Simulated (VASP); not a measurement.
# PrWCl2 (P6/mmm) in VASP: notebook

PrWCl2 is run at these levels: PBE; tasks: single point.

Program: VASP 6.6.1. These are calculated values, not measurements. Logs are shortened: lines on timing, memory, paths and dates and some standing lists are left out, and cuts for length are marked.

### 1 The cell of the first run

Symmetry: P6/mmm, No. 191, hexagonal system. The conventional cell has a = 4.750 Å, b = 4.750 Å, c = 5.393 Å, α = 90.00°, β = 90.00°, γ = 120.00°. Within 3.6 Å of Pr (site symmetry 6/mmm) lie 2 W at 2.70 Å. W (site symmetry 6/mmm) has 2 Pr at 2.70 Å and 6 Cl at 2.74 Å within 3.6 Å. Cl (site symmetry -6m2) has 3 W at 2.74 Å and 3 Cl at 2.74 Å within 3.6 Å.

The cell was generated, and may not be a known phase.

### 2 Single point, PBE, collinear spin

Contents of INCAR:

```
PREC = Accurate
ENCUT = 500
EDIFF = 1E-6
ISMEAR = 0
SIGMA = 0.1
LREAL = F
LASPH = T
NELM = 200
ALGO = Normal
ISIF = 2
LWAVE = F
LCHARG = T
ISPIN = 2
MAGMOM = -0.04 0.13 -0.01 -0.01
LORBIT = 11
LMAXMIX = 6
GGA = PE
LELF = T
LVHAR = T
NBANDS = 32
GGA_COMPAT = F
```

Contents of KPOINTS:

```
Automatic mesh
0
Gamma
  6 6 4
```

Contents of POSCAR:

```
PrWCl2
1.0
    4.7502393192      0.0000000000      0.0000000000
   -2.3751196596      4.1138279245      0.0000000000
    0.0000000000      0.0000000000      5.3933339397
Pr W Cl
1 1 2
Direct
    0.0000000000      0.0000000000      0.0000000000
    0.0000000000      0.0000000000      0.5000000000
    0.3333333333      0.6666666667      0.5000000000
    0.6666666667      0.3333333333      0.5000000000
```

Potentials or basis: VASP PAW PBE potentials, release 64 (Pr_3, W_sv, Cl), 4f in core.

Command:

```bash
$ cat potpaw_PBE.64/Pr_3/POTCAR potpaw_PBE.64/W_sv/POTCAR potpaw_PBE.64/Cl/POTCAR > POTCAR
$ mpirun -np 1 vasp_std > vasp.out
```

OUTCAR:

```text
PREC = Accurate
   ENCUT = 500
   EDIFF = 1E-6
   ISMEAR = 0
   LREAL = F
   LASPH = T
   NELM = 200
   ISIF = 2
   ISPIN = 2
   LORBIT = 11
   GGA = PE

 ion  position               nearest neighbor table
   1  0.000  0.000  0.000-   2 2.70   2 2.70
   2  0.000  0.000  0.500-   1 2.70   1 2.70   4 2.74   3 2.74   4 2.74   3 2.74   4 2.74   3 2.74

   3  0.333  0.667  0.500-   2 2.74   2 2.74   2 2.74
   4  0.667  0.333  0.500-   2 2.74   2 2.74   2 2.74

  LATTYP: Found a hexagonal cell.
 ALAT       =     4.7502393192
 C/A-ratio  =     1.1353815202

  Lattice vectors:

 A1 = (   4.7502393192,   0.0000000000,   0.0000000000)
 A2 = (  -2.3751196596,   4.1138279245,   0.0000000000)
 A3 = (   0.0000000000,   0.0000000000,   5.3933339397)

Analysis of symmetry for initial positions (statically):
=====================================================================
 Subroutine PRICEL returns:
 Original cell was already a primitive cell.

 Routine SETGRP: Setting up the symmetry group for a
 hexagonal supercell.

 Subroutine GETGRP returns: Found 24 space group operations
 (whereof 24 operations were pure point group operations)
 out of a pool of 24 trial point group operations.

The static configuration has the point symmetry D_6h.

Analysis of symmetry for dynamics (positions and initial velocities):
=====================================================================
 Subroutine PRICEL returns:
 Original cell was already a primitive cell.

 Routine SETGRP: Setting up the symmetry group for a
 hexagonal supercell.

 Subroutine GETGRP returns: Found 24 space group operations
 (whereof 24 operations were pure point group operations)
 out of a pool of 24 trial point group operations.

The dynamic configuration has the point symmetry D_6h.

Analysis of structural, dynamic, and magnetic symmetry:
=====================================================================
 Subroutine PRICEL returns:
 Original cell was already a primitive cell.

 Routine SETGRP: Setting up the symmetry group for a
 hexagonal supercell.

 Subroutine GETGRP returns: Found 24 space group operations
 (whereof 24 operations were pure point group operations)
 out of a pool of 24 trial point group operations.

The overall configuration has the point symmetry D_6h.

 Subroutine INISYM returns: Found 24 space group operations
[... 122 lines left out ...]
   GGA     = PE    functional components
   LHFCALC =     F    Hartree Fock is set to
   AEXX    =    0.0000 exact exchange contribution
   IVDW    =     0    specifies the selected vdW correction
   LEPSILON=     F    determine dielectric tensor
   LRPA    =     F    only Hartree local field effects (RPA)
 spin polarized calculation
 Gauss-broadening in eV      SIGMA  =   0.10
  energy-cutoff  :      500.00
  volume of cell :      105.39
 maximum number of plane-waves:      2720
 NGX is ok and might be reduce to    36
   NGX = 17   NGY = 17   NGZ = 19

 number of electron      39.0000000 magnetization       0.0095639

 number of electron      39.0000000 magnetization      -0.0062176

 Free energy of the ion-electron system (eV)
  ---------------------------------------------------
  ext. energy  EPLUGINS =         0.00000000
  ---------------------------------------------------
  free energy    TOTEN  =       -18.88937180 eV

  energy without entropy =      -18.86612921  energy(sigma->0) =      -18.87775051

 E-fermi :   5.2145     XC(G=0):  -9.4943

 val. band max:        5.2038422038   @ k =   0.3333   0.1667   0.5000
 cond. band min:       5.2175844243   @ k =   0.1667   0.1667   0.2500
 fundamental gap:      0.0137422205
 Fermi energy:         5.2145082032

 spin component 1

 k-point     1 :       0.0000    0.0000    0.0000
  band No.  band energies     occupation
      1     -68.9621      1.00000
      2     -33.4055      1.00000
      3     -33.4055      1.00000
      4     -32.9205      1.00000
      5     -31.8662      1.00000
      6     -13.8865      1.00000
[... 703 lines left out ...]
     30      10.1199      0.00000
     31      13.6835      0.00000
 Fermi energy:         5.2145082032

 spin component 2

 k-point     1 :       0.0000    0.0000    0.0000
  band No.  band energies     occupation
      1     -68.9624      1.00000
      2     -33.4058      1.00000
      3     -33.4058      1.00000
      4     -32.9208      1.00000
      5     -31.8669      1.00000
      6     -13.8878      1.00000
[... 703 lines left out ...]
     30      10.1142      0.00000
     31      13.6825      0.00000
 [bands above 31 left out]

------------------------ aborting loop because EDIFF is reached ----------------------------------------

  FORCE on cell =-STRESS in cart. coord.  units (eV):
  Direction    XX          YY          ZZ          XY          YZ          ZX
  --------------------------------------------------------------------------------------
  -------------------------------------------------------------------------------------
  Total       -0.0698007     -0.0698007     -0.2082954      0.0000000     -0.0000000      0.0000000
  in kB       -1.0610887     -1.0610887     -3.1664402      0.0000000     -0.0000000      0.0000000
  external PRESSURE =      -1.7628726 kB  Pullay stress =       0.0000000 kB

 VOLUME and BASIS-vectors are now :
 -----------------------------------------------------------------------------
  energy-cutoff  :      500.00
  volume of cell :      105.39
      direct lattice vectors                 reciprocal lattice vectors
     4.750239319  0.000000000  0.000000000     0.210515709  0.121541301  0.000000000
    -2.375119660  4.113827924  0.000000000     0.000000000  0.243082603  0.000000000
     0.000000000  0.000000000  5.393333940     0.000000000  0.000000000  0.185414071

 POSITION                                       TOTAL-FORCE (eV/Angst)
 -----------------------------------------------------------------------------------
      0.00000      0.00000      0.00000         0.000000      0.000000      0.000000
      0.00000      0.00000      2.69667         0.000000      0.000000      0.000000
     -0.00000      2.74255      2.69667        -0.000000      0.000000     -0.000000
      2.37512      1.37128      2.69667         0.000000      0.000000      0.000000
 -----------------------------------------------------------------------------------
    total drift:                                0.000000     -0.000000     -0.000000

  FREE ENERGIE OF THE ION-ELECTRON SYSTEM (eV)
  ---------------------------------------------------
  free  energy   TOTEN  =       -18.8893718013 eV

  energy  without entropy=      -18.8661292144  energy(sigma->0) =      -18.87775051

 total charge

# of ion       s       p       d       tot
------------------------------------------
    1        2.099   5.691   1.136   8.926
    2        2.277   6.077   3.614  11.969
    3        1.629   3.424   0.000   5.053
    4        1.629   3.424   0.000   5.053
--------------------------------------------------
tot          7.635  18.616   4.750  31.002

 magnetization (x)

# of ion       s       p       d       tot
------------------------------------------
    1       -0.000  -0.000  -0.001  -0.002
    2       -0.000  -0.000  -0.000  -0.000
    3       -0.000  -0.000   0.000  -0.000
    4       -0.000  -0.000   0.000  -0.000
--------------------------------------------------
tot         -0.000  -0.000  -0.001  -0.002
```

Run time: 98 s. Hardware: 1 thread of AMD EPYC 7R13 (Zen 3), shared host; peak memory 0.29 GiB.

What came out:

```
Free energy                                           : -18.8894 eV
Pressure                                              : -0.2 GPa
Net moment                                            : -0.01 μB per cell
Valence electrons inside the program's atomic spheres : Pr 8.93; W 11.97; Cl 5.05
```

Caveat: the magnetic or orbital state may not be the lowest; spin-orbit coupling is left out, which moves the levels of the heavy elements; the 4f electrons are frozen in the core, so they carry no moment and show no levels.

### 3 Single point, PBE, collinear spin

This run uses another cell than the first one, of 31.62 Å³/atom.

Contents of INCAR:

```
  ALGO = Normal
  EDIFF = 1E-6
  ENCUT = 500
  GGA = PE
  GGA_COMPAT = F
  ISIF = 2
  ISMEAR = 0
  ISPIN = 2
  LASPH = T
  LCHARG = T
  LELF = T
  LMAXMIX = 6
  LORBIT = 11
  LREAL = F
  LVHAR = T
  LWAVE = F
  MAGMOM = -0.13 1.01 0.01 0.01
  NBANDS = 32
  NELM = 200
  PREC = Accurate
  SIGMA = 0.1
```

Contents of KPOINTS:

```
k-points
0
Gamma
  6 6 4
```

Contents of POSCAR:

```
PrWCl2
1.0
    4.8017652400      0.0000000000      0.0000000000
   -2.4008826200      4.1584506800      0.0000000000
    0.0000000000      0.0000000000      6.3337807600
Pr W Cl
1 1 2
Direct
    0.0000000000      0.0000000000      0.0000000000
    0.0000000000      0.0000000000      0.5000000000
    0.3333333300      0.6666666700      0.5000000000
    0.6666666700      0.3333333300      0.5000000000
```

Potentials or basis: VASP PAW PBE potentials, release 64 (Pr_3, W_sv, Cl), 4f in core.

Command:

```bash
$ cat potpaw_PBE.64/Pr_3/POTCAR potpaw_PBE.64/W_sv/POTCAR potpaw_PBE.64/Cl/POTCAR > POTCAR
$ mpirun -np 1 vasp_std > vasp.out
```

Wall time 3.5 min (1 thread of AMD EPYC 7R13 (Zen 3), shared host); peak memory 0.33 GiB.

The run converged. Its results:

| Property | Result |
| --- | --- |
| Free energy | -18.0860 eV |
| Pressure | -5.9 GPa |
| Net moment | 0.94 μB per cell |
| Site moments | Pr -0.12; W +1.00; Cl -0.00 μB |
| Valence electrons inside the program's atomic spheres | Pr 8.59; W 11.69; Cl 5.04 |

Stress tensor (GPa, compression positive):
```
-4.96  0.00  0.00
 0.00 -4.96  0.00
 0.00  0.00 -7.81
```

Levels at points of the mesh, in eV from the Fermi level:
Spin up:
| k point | band 18 | band 19 | band 20 | band 21 | band 22 | band 23 |
| --- | --- | --- | --- | --- | --- | --- |
| (0.00, 0.00, 0.00) | -1.17 | -1.17 | -1.09 | 0.64 | 1.11 | 1.11 |
| (0.50, 0.00, 0.00) | -1.39 | -0.72 | -0.29 | -0.06 | 1.33 | 1.35 |
| (0.00, 0.00, 0.50) | -0.70 | -0.70 | -0.70 | 0.57 | 0.98 | 0.98 |
| (0.50, 0.00, 0.50) | -0.68 | -0.43 | 0.08 | 0.15 | 0.48 | 0.66 |
Spin down:
```csv
k point,band 16,band 17,band 18,band 19,band 20,band 21,band 22,band 23
"(0.00, 0.00, 0.00)",-3.50,-2.54,-1.28,-0.58,-0.58,0.89,0.89,1.25
"(0.50, 0.00, 0.00)",-3.85,-1.91,-0.85,-0.46,0.13,0.16,1.08,1.85
"(0.00, 0.00, 0.50)",-3.52,-1.01,-0.41,0.08,0.08,0.76,0.76,1.04
"(0.50, 0.00, 0.50)",-3.86,-0.18,-0.13,-0.01,0.10,0.53,0.58,0.86
```

Caveat: the magnetic or orbital state may not be the lowest; the cell stands under tension; spin-orbit coupling is left out, which moves the levels of the heavy elements; the 4f electrons are frozen in the core, so they carry no moment and show no levels. With open d or f shells a metallic result of PBE can be an artefact of self-interaction; +U or a hybrid may open a gap.
